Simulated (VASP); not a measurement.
# PtS2 (P-3m1) in VASP: a series of runs

Aim: see how the results for PtS2 move with the level of theory and the settings. Levels: HSE06, PBE. Tasks: single point.

All numbers are computed with VASP 6.6.1; they aren't measurements. Logs are shortened: lines on timing, memory, paths and dates and some standing lists are left out, and cuts for length are marked.

## 1. The cell of the first run

It takes space group P-3m1 (No. 164, trigonal). The conventional cell has a = 3.457 Å, b = 3.457 Å, c = 4.986 Å, α = 90.00°, β = 90.00°, γ = 120.00°. Within 3.1 Å of Pt (site symmetry -3m) lie 6 S at 2.36 Å. S (site symmetry 3m) has 3 Pt at 2.36 Å and 6 S at 3.16 to 3.22 Å within 3.3 Å.

## 2. Single point, HSE06 (strain -2.7%)

POSCAR reads:

```
PtS2
1.0
    3.4574137688      0.0000000000      0.0000000000
   -1.7287068844      2.9942081552      0.0000000000
    0.0000000000      0.0000000000      4.9855387530
Pt S
1 2
Direct
    0.0000000000      0.0000000000      0.0000000000
    0.3333333333      0.6666666667      0.2539826230
    0.6666666667      0.3333333333      0.7460173770
```

INCAR.step1 reads:

```
ALGO = Normal
EDIFF = 1E-5
ENCUT = 520
GGA = PE
ISIF = 2
ISMEAR = 0
LASPH = True
LREAL = False
LWAVE = True
NBANDS = 18
NELM = 100
PREC = Accurate
SIGMA = 0.01
```

INCAR.step2 reads:

```
ALGO = Normal
EDIFF = 1E-6
ENCUT = 520
GGA = PE
HFSCREEN = 0.2079
ISIF = 2
ISMEAR = 0
ISTART = 1
LASPH = True
LCHARG = True
LELF = True
LHFCALC = True
LREAL = False
LVHAR = True
LWAVE = False
NBANDS = 18
NELM = 100
PREC = Accurate
PRECFOCK = Normal
SIGMA = 0.01
```

KPOINTS reads:

```
k-points
0
Gamma
  6 6 4
```

Potentials or basis: VASP PAW PBE potentials, release 64 (Pt, S).

Launch:

```sh
$ cat potpaw_PBE.64/Pt/POTCAR potpaw_PBE.64/S/POTCAR > POTCAR
$ cp INCAR.step1 INCAR
$ mpirun -np 1 vasp_std > vasp.out
$ cp INCAR.step2 INCAR
$ mpirun -np 1 vasp_std > vasp.out
```

OUTCAR:

```text
EDIFF = 1E-6
   ENCUT = 520
   GGA = PE
   HFSCREEN = 0.2079
   ISIF = 2
   ISMEAR = 0
   ISTART = 1
   LASPH = True
   LHFCALC = True
   LREAL = False
   NELM = 100
   PREC = Accurate
   PRECFOCK = Normal

 ion  position               nearest neighbor table
   1  0.000  0.000  0.000-   2 2.36   3 2.36   3 2.36   2 2.36   3 2.36   2 2.36
   2  0.333  0.667  0.254-   1 2.36   1 2.36   1 2.36
   3  0.667  0.333  0.746-   1 2.36   1 2.36   1 2.36

  LATTYP: Found a hexagonal cell.
 ALAT       =     3.4574137688
 C/A-ratio  =     1.4419849883

  Lattice vectors:

 A1 = (   3.4574137688,   0.0000000000,   0.0000000000)
 A2 = (  -1.7287068844,   2.9942081552,   0.0000000000)
 A3 = (   0.0000000000,   0.0000000000,   4.9855387530)

Analysis of symmetry for initial positions (statically):
=====================================================================
 Subroutine PRICEL returns:
 Original cell was already a primitive cell.

 Routine SETGRP: Setting up the symmetry group for a
 hexagonal supercell.

 Subroutine GETGRP returns: Found 12 space group operations
 (whereof 12 operations were pure point group operations)
 out of a pool of 24 trial point group operations.

The static configuration has the point symmetry D_3d.

Analysis of symmetry for dynamics (positions and initial velocities):
=====================================================================
 Subroutine PRICEL returns:
 Original cell was already a primitive cell.

 Routine SETGRP: Setting up the symmetry group for a
 hexagonal supercell.

 Subroutine GETGRP returns: Found 12 space group operations
 (whereof 12 operations were pure point group operations)
 out of a pool of 24 trial point group operations.

The dynamic configuration has the point symmetry D_3d.

 Subroutine INISYM returns: Found 12 space group operations
 (whereof 12 operations are pure point group operations),
 and found     1 'primitive' translations

----------------------------------------------------------------------------------------

                                     Primitive cell

  volume of cell :      51.6114

  direct lattice vectors                    reciprocal lattice vectors
     3.457413769  0.000000000  0.000000000     0.289233533  0.166989058  0.000000000
    -1.728706884  2.994208155  0.000000000     0.000000000  0.333978116  0.000000000
     0.000000000  0.000000000  4.985538753     0.000000000  0.000000000  0.200580128

  length of vectors
     3.457413769  3.457413769  4.985538753     0.333978116  0.333978116  0.200580128

  position of ions in fractional coordinates (direct lattice)
     0.000000000  0.000000000  0.000000000
     0.333333333  0.666666667  0.253982623
     0.666666667  0.333333333  0.746017377

  ion indices of the primitive-cell ions
   primitive index   ion index
                 1           1
                 2           2
                 3           3

----------------------------------------------------------------------------------------

 KPOINTS: k-points

Automatic generation of k-mesh.
 Grid dimensions read from file:
 generate k-points for:    6    6    4

 Generating k-lattice:

  Cartesian coordinates                     Fractional coordinates (reciprocal lattice)
     0.048205589  0.027831510  0.000000000     0.166666667 -0.000000000  0.000000000
     0.000000000  0.055663019  0.000000000     0.000000000  0.166666667  0.000000000
     0.000000000  0.000000000  0.050145032     0.000000000  0.000000000  0.250000000

  Length of vectors
     0.055663019  0.055663019  0.050145032

  Shift w.r.t. Gamma in fractional coordinates (k-lattice)
     0.000000000  0.000000000  0.000000000

 Subroutine IBZKPT returns following result:
 ===========================================

 Found     24 irreducible k-points:

 Following reciprocal coordinates:
            Coordinates               Weight
  0.000000  0.000000  0.000000      1.000000
  0.166667 -0.000000  0.000000      6.000000
  0.333333  0.000000  0.000000      6.000000
  0.500000 -0.000000  0.000000      3.000000
  0.166667  0.166667  0.000000      6.000000
  0.333333  0.166667  0.000000     12.000000
[... 16 lines left out ...]
  0.333333  0.166667  0.500000     12.000000
  0.333333  0.333333  0.500000      2.000000
   k-points           NKPTS =     24   k-points in BZ     NKDIM =    144   number of bands    NBANDS=     18
   number of dos      NEDOS =    301   number of ions     NIONS =      3
   total plane-waves  NPLWV =  31360
   dimension x,y,z NGX =    28 NGY =   28 NGZ =   40
   dimension x,y,z NGXF=    56 NGYF=   56 NGZF=   80
   ions per type =               1   2
   NGX,Y,Z   is equivalent  to a cutoff of  13.46, 13.46, 13.34 a.u.
   NGXF,Y,Z  is equivalent  to a cutoff of  26.93, 26.93, 26.68 a.u.
 SYSTEM =  unknown system
   PREC   = accura    normal or accurate (medium, high low for compatibility)
   ISTART =      1    job   : 0-new  1-cont  2-samecut
   ICHARG =      0    charge: 1-file 2-atom 10-const
   ISPIN  =      1    spin polarized calculation?
   LNONCOLLINEAR =      F non collinear calculations
   LSORBIT =      F    spin-orbit coupling
   LASPH  =      T    aspherical Exc in radial PAW
   ENCUT  =  520.0 eV  38.22 Ry    6.18 a.u.   6.43  6.43  9.27*2*pi/ulx,y,z
   NELM   =    100;   NELMIN=  2; NELMDL=  0     # of ELM steps
   EDIFF  = 0.1E-05   stopping-criterion for ELM
   LREAL  =      F    real-space projection
   EDIFFG = 0.1E-04   stopping-criterion for IOM
   NSW    =      0    number of steps for IOM
   IBRION =     -1    ionic relax: 0-MD 1-quasi-New 2-CG
   NFREE  =      0    steps in history (QN), initial steepest desc. (CG)
   ISIF   =      2    stress and relaxation
   ISYM   =      3    0-nonsym 1-usesym 2-fastsym
   POTIM  = 0.5000    time-step for ionic-motion
   TEBEG  =    0.0;   TEEND  =   0.0 temperature during run
   PSTRESS=    0.0 pullay stress
   NELECT =      22.0000    total number of electrons
   NUPDOWN=      -1.0000    fix difference up-down
   EMIN   =  10.00;   EMAX   =-10.00  energy-range for DOS
   EFERMI =   0.00;   METHOD = LEGACY
   ISMEAR =     0;   SIGMA  =   0.01  broadening in eV -4-tet -1-fermi 0-gaus
   EFERMI_NEDOS =   21; number of points for ismear=-14 and -15
   IALGO  =     38    algorithm
   IMIX   =      1    mixing-type and parameters
     AMIX     =   0.40;   BMIX     =  1.00
     AMIX_MAG =   1.60;   BMIX_MAG =  1.00
  volume/ion in A,a.u.               =      17.20       116.10
  Fermi-wavevector in a.u.,A,eV,Ry     =   1.232066  2.328267 20.653456  1.517986
  Thomas-Fermi vector in A             =   2.366851
   LORBIT       =      0    0 simple, 1 ext, 2 COOP (PROOUT), +10 PAW based schemes
   GGA     = PE    functional components
   LHFCALC =     T    Hartree Fock is set to
   PRECFOCK=normal    Normal, Fast or Accurate (Low or Medium for compatibility)
   ENCUT4O =  -1.0   cutoff for four orbital integrals eV
   NKREDX  =     1    reduce k-point grid by
   NKREDY  =     1    reduce k-point grid by
   NKREDZ  =     1    reduce k-point grid by
   AEXX    =    0.2500 exact exchange contribution
   HFSCREEN=    0.2079 screening length (either q_TF or 0.3 A-1)
   HFSCREENC=   0.2079 screening length for correlation (either q_TF or 0.3 A-1)
   ENCUTFOCK=  -1.0 apply spherical cutoff to Coloumb kernel
   IVDW    =     0    specifies the selected vdW correction
   LEPSILON=     F    determine dielectric tensor
   LRPA    =     F    only Hartree local field effects (RPA)
 non-spin polarized calculation
 Gauss-broadening in eV      SIGMA  =   0.01
  energy-cutoff  :      520.00
  volume of cell :       51.61
 maximum number of plane-waves:      1407
 NGX is ok and might be reduce to    28
  NGX = 20; NGY = 20; NGZ = 28

 number of electron      22.0000001 magnetization

 Free energy of the ion-electron system (eV)
  ---------------------------------------------------
  ext. energy  EPLUGINS =         0.00000000
  ---------------------------------------------------
  free energy    TOTEN  =       -18.51443472 eV

  energy without entropy =      -18.51443472  energy(sigma->0) =      -18.51443472

 E-fermi :   7.4662     XC(G=0):  -9.0731

 val. band max:        7.3586009182   @ k =   0.0000   0.0000   0.0000
 cond. band min:       8.4675736581   @ k =   0.3333   0.3333   0.0000
 fundamental gap:      1.1089727399
 Fermi energy:         7.4661618920

 k-point     1 :       0.0000    0.0000    0.0000
  band No.  band energies     occupation
      1     -10.0874      2.00000
      2      -6.7166      2.00000
      3      -1.2999      2.00000
      4      -0.2503      2.00000
      5      -0.2503      2.00000
      6       2.3451      2.00000
[... 10 lines left out ...]
     17      16.3522      0.00000
     18      21.6981      0.00000

 k-point     2 :       0.1667   -0.0000    0.0000
  band No.  band energies     occupation
      1      -9.6797      2.00000
      2      -6.8880      2.00000
      3      -0.8557      2.00000
      4      -0.0519      2.00000
      5       0.0062      2.00000
      6       1.8680      2.00000
[... 10 lines left out ...]
     17      17.4458      0.00000
     18      18.1931      0.00000

 k-point     3 :       0.3333    0.0000    0.0000
  band No.  band energies     occupation
      1      -8.6536      2.00000
      2      -7.2395      2.00000
      3      -0.4337      2.00000
      4       0.3739      2.00000
      5       0.3862      2.00000
      6       1.1317      2.00000
[... 10 lines left out ...]
     17      16.8984      0.00000
     18      18.1650      0.00000

 k-point     4 :       0.5000   -0.0000    0.0000
  band No.  band energies     occupation
      1      -7.8165      2.00000
      2      -7.5690      2.00000
      3      -1.3398      2.00000
      4       0.4219      2.00000
      5       0.7413      2.00000
      6       2.3576      2.00000
[... 10 lines left out ...]
     17      16.1540      0.00000
     18      19.8861      0.00000

 k-point     5 :       0.1667    0.1667    0.0000
  band No.  band energies     occupation
      1      -8.9546      2.00000
      2      -7.1368      2.00000
      3      -0.1267      2.00000
      4       0.1608      2.00000
      5       0.2833      2.00000
      6       1.2203      2.00000
[... 10 lines left out ...]
     17      17.3586      0.00000
     18      17.7074      0.00000

 k-point     6 :       0.3333    0.1667    0.0000
  band No.  band energies     occupation
      1      -7.9536      2.00000
      2      -7.4248      2.00000
      3      -0.7771      2.00000
      4       0.1144      2.00000
      5       0.8534      2.00000
      6       1.3321      2.00000
[... 10 lines left out ...]
     17      17.9275      0.00000
     18      18.3532      0.00000

 k-point     7 :       0.3333    0.3333    0.0000
  band No.  band energies     occupation
      1      -7.5215      2.00000
      2      -7.5215      2.00000
      3      -0.4353      2.00000
      4      -0.0471      2.00000
      5      -0.0471      2.00000
      6       1.6798      2.00000
[... 10 lines left out ...]
     17      17.5201      0.00000
     18      19.5189      0.00000

 k-point     8 :       0.0000    0.0000    0.2500
  band No.  band energies     occupation
      1      -9.8408      2.00000
      2      -7.3297      2.00000
      3      -0.4786      2.00000
      4      -0.2291      2.00000
      5      -0.2291      2.00000
      6       2.3266      2.00000
[... 10 lines left out ...]
     17      16.2473      0.00000
     18      19.8731      0.00000
[... 229 lines left out ...]
     17      17.3203      0.00000
     18      17.3536      0.00000

 k-point    20 :       0.3333    0.0000    0.5000
  band No.  band energies     occupation
      1      -8.2240      2.00000
      2      -7.7128      2.00000
      3      -0.8798      2.00000
      4       0.1220      2.00000
      5       0.2659      2.00000
      6       1.5167      2.00000
[... 10 lines left out ...]
     17      18.4865      0.00000
     18      19.0092      0.00000

 k-point    21 :       0.5000   -0.0000    0.5000
  band No.  band energies     occupation
      1      -8.0325      2.00000
      2      -7.1976      2.00000
      3      -1.6528      2.00000
      4       0.2258      2.00000
      5       0.7142      2.00000
      6       1.2659      2.00000
[... 10 lines left out ...]
     17      18.7720      0.00000
     18      18.9721      0.00000

 k-point    22 :       0.1667    0.1667    0.5000
  band No.  band energies     occupation
      1      -8.3851      2.00000
      2      -7.8622      2.00000
      3      -0.6641      2.00000
      4      -0.0394      2.00000
      5       0.9208      2.00000
      6       1.4466      2.00000
[... 10 lines left out ...]
     17      17.0526      0.00000
     18      17.7916      0.00000

 k-point    23 :       0.3333    0.1667    0.5000
  band No.  band energies     occupation
      1      -7.8636      2.00000
      2      -7.4468      2.00000
      3      -1.0460      2.00000
      4      -0.1777      2.00000
      5       0.8989      2.00000
      6       1.5839      2.00000
[... 10 lines left out ...]
     17      17.2366      0.00000
     18      18.7929      0.00000

 k-point    24 :       0.3333    0.3333    0.5000
  band No.  band energies     occupation
      1      -7.5072      2.00000
      2      -7.5072      2.00000
      3      -0.2863      2.00000
      4      -0.2863      2.00000
      5       0.2472      2.00000
      6       2.1321      2.00000
[... 10 lines left out ...]
     17      16.2482      0.00000
     18      19.0859      0.00000

------------------------ aborting loop because EDIFF is reached ----------------------------------------

  FORCE on cell =-STRESS in cart. coord.  units (eV):
  Direction    XX          YY          ZZ          XY          YZ          ZX
  --------------------------------------------------------------------------------------
  -------------------------------------------------------------------------------------
  Total        2.4402519      2.4402519      0.6402474      0.0000000     -0.0000000      0.0000000
  in kB       75.7529940     75.7529940     19.8752657      0.0000000     -0.0000000      0.0000000
  external PRESSURE =      57.1270846 kB  Pullay stress =       0.0000000 kB

 VOLUME and BASIS-vectors are now :
 -----------------------------------------------------------------------------
  energy-cutoff  :      520.00
  volume of cell :       51.61
      direct lattice vectors                 reciprocal lattice vectors
     3.457413769  0.000000000  0.000000000     0.289233533  0.166989058  0.000000000
    -1.728706884  2.994208155  0.000000000     0.000000000  0.333978116  0.000000000
     0.000000000  0.000000000  4.985538753     0.000000000  0.000000000  0.200580128

 POSITION                                       TOTAL-FORCE (eV/Angst)
 -----------------------------------------------------------------------------------
      0.00000      0.00000      0.00000         0.000000      0.000000      0.000000
     -0.00000      1.99614      1.26624         0.000000      0.000000     -0.415136
      1.72871      0.99807      3.71930        -0.000000      0.000000      0.415136
 -----------------------------------------------------------------------------------
    total drift:                               -0.000000     -0.000000      0.000000

  FREE ENERGIE OF THE ION-ELECTRON SYSTEM (eV)
  ---------------------------------------------------
  free  energy   TOTEN  =       -18.5144347223 eV

  energy  without entropy=      -18.5144347223  energy(sigma->0) =      -18.51443472
```

Run time: 35 min. Hardware: 1 thread of Intel Xeon Platinum 8488C (Sapphire Rapids), shared host; peak memory 0.29 GiB.

What came out:

| Item | Value |
| --- | --- |
| Free energy | -18.5144 eV |
| Pressure | 5.7 GPa |
| Largest force | 0.415 eV/Å |
| Band gap on the k mesh | 1.11 eV (least direct gap 2.07 eV) |

Forces in eV/Å, atoms in the order of the input:
```
Pt   0.000  0.000  0.000
S    0.000  0.000 -0.415
S    0.000  0.000  0.415
```

Levels at points of the mesh, in eV from the valence-band top:
```tsv
k point	band 7	band 8	band 9	band 10	band 11	band 12	band 13	band 14	band 15	band 16
(0.00, 0.00, 0.00)	-5.01	-3.24	-1.28	-1.28	0.00	2.37	2.37	5.14	6.71	8.99
(0.50, 0.00, 0.00)	-4.36	-4.21	-4.01	-3.76	-3.21	1.94	3.29	6.54	7.11	8.63
(0.00, 0.00, 0.50)	-5.05	-3.53	-1.70	-1.66	-1.66	3.26	3.26	6.29	8.41	8.64
(0.50, 0.00, 0.50)	-4.30	-4.21	-3.71	-3.09	-1.87	1.94	3.12	5.83	5.96	7.98
```

Caveat: the cell differs from its parent crystal (strain -2.7%); the stress differs along the axes, from 2 to 8 GPa; the PAW data sets were made with another functional, which shifts forces and pressure a little; spin-orbit coupling is left out, which moves the levels of the heavy elements. A k mesh can miss the band edges.

## 3. Single point, PBE (strain -2.7%)

INCAR reads:

```
PREC = Accurate
ENCUT = 570
EDIFF = 1E-6
ISMEAR = -1
SIGMA = 0.02
LREAL = False
LASPH = True
NELM = 120
ALGO = Normal
ISIF = 2
LWAVE = False
LCHARG = False
GGA = PE
NBANDS = 22
GGA_COMPAT = False
```

KPOINTS reads:

```
Automatic mesh
0
Gamma
  12 12 6
```

POSCAR is that of step 2.

Potentials or basis: VASP PAW PBE potentials, release 64 (Pt_sv_GW, S).

Launch:

```sh
$ cat potpaw_PBE.64/Pt_sv_GW/POTCAR potpaw_PBE.64/S/POTCAR > POTCAR
$ mpirun -np 1 vasp_std > vasp.out
```

Wall time 2 min (1 thread of Intel Xeon Platinum 8559C (Emerald Rapids), shared host); peak memory 0.27 GiB.

It converged, with:

```
Free energy            : -15.1890 eV
Pressure               : 10.2 GPa
Largest force          : 0.114 eV/Å
Band gap on the k mesh : 0.57 eV (least direct gap 0.81 eV)
```

Forces on the atoms (eV/Å):
```
Pt   0.000  0.000  0.000
S    0.000  0.000  0.114
S    0.000  0.000 -0.114
```

Stress tensor (GPa, compression positive):
```
12.79  0.00  0.00
 0.00 12.79  0.00
 0.00  0.00  5.05
```

Levels at points of the mesh, in eV from the valence-band top:
```csv
k point,band 12,band 13,band 14,band 15,band 16,band 17,band 18,band 19
"(0.00, 0.00, 0.00)",-2.48,-1.12,-1.12,0.00,1.83,1.83,4.46,5.73
"(0.50, 0.00, 0.00)",-3.34,-3.22,-3.16,-2.61,1.33,2.59,5.63,6.28
"(0.00, 0.00, 0.50)",-3.19,-1.48,-1.48,-1.25,2.61,2.61,5.52,7.38
"(0.50, 0.00, 0.50)",-3.23,-2.82,-2.73,-1.61,1.39,2.38,5.03,5.04
```

Caveat: the cell differs from its parent crystal (strain -2.7%); the stress differs along the axes, from 5 to 13 GPa; spin-orbit coupling is left out, which moves the levels of the heavy elements. A k mesh can miss the band edges.
